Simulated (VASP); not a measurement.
Here is a VASP 6.6.1 calculation.

The input INCAR:

```
ALGO = Normal
EDIFF = 1E-6
ENCUT = 520
GGA = PS
ISIF = 2
ISMEAR = 0
LASPH = True
LCHARG = False
LREAL = False
LWAVE = False
NBANDS = 32
NELM = 80
PREC = Accurate
SIGMA = 0.15
```

The input KPOINTS:

```
k-points
0
Gamma
  12 12 12
```

File POSCAR:

```
Sn3Se
1.0
    0.0000000000      3.6581854746      3.6581854746
    3.6581854746      0.0000000000      3.6581854746
    3.6581854746      3.6581854746      0.0000000000
Sn Se
3 1
Direct
    0.2500000000      0.2500000000      0.2500000000
    0.7500000000      0.7500000000      0.7500000000
    0.5000000000      0.5000000000      0.5000000000
    0.0000000000      0.0000000000      0.0000000000
```

Potentials or basis: VASP PAW PBE potentials, release 64 (Sn_d, Se).

Command:

```bash
$ cat potpaw_PBE.64/Sn_d/POTCAR potpaw_PBE.64/Se/POTCAR > POTCAR
$ mpirun -np 1 vasp_std > vasp.out
```

Task: Predict the pressure.

Result: 0.1 GPa.

Task: What does it give for the band gap on the k mesh?

Result: Zero (bands 24 and 25 overlap by 2.38 eV).

Caveat: the PAW data sets were made with another functional, which shifts forces and pressure a little; spin-orbit coupling is left out, which moves the levels of the heavy elements.
